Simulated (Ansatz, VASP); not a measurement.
## ScAl in VASP and in Ansatz

```
Sc Al
1.0
     3.43645    0.00000    0.00000
     0.00000    3.43645    0.00000
     0.00000    0.00000    3.43645
Sc Al
1 1
Direct
  0.50000 0.50000 0.50000
  0.00000 0.00000 0.00000
```

Change from the starting cell: volume scaled by 1.06, crystal datasets.

Alike in both runs: task electric field gradients; functional LDA; k mesh 10 × 10 × 10; occupations fermi-dirac, width 0.05 eV; no spin polarisation.

|  | VASP | Ansatz |
| --- | --- | --- |
| version | VASP 6.6.1 | Ansatz 0.2.0 |
| potentials or method | VASP PAW LDA potentials, release 64 (Sc_sv, Al), cutoff 520 eV | all-electron PAW with datasets made for the crystal, scalar-relativistic |

VASP gave:

```
pressure (GPa) : -7.8
```

**Question.** Which values does Ansatz return?

**Answer.** Pressure (GPa): -7.9.

LDA's correlation is that of Perdew and Zunger in VASP and of Perdew and Wang (1992) in Ansatz. Ansatz ran all-electron here, and VASP with PAW potentials.
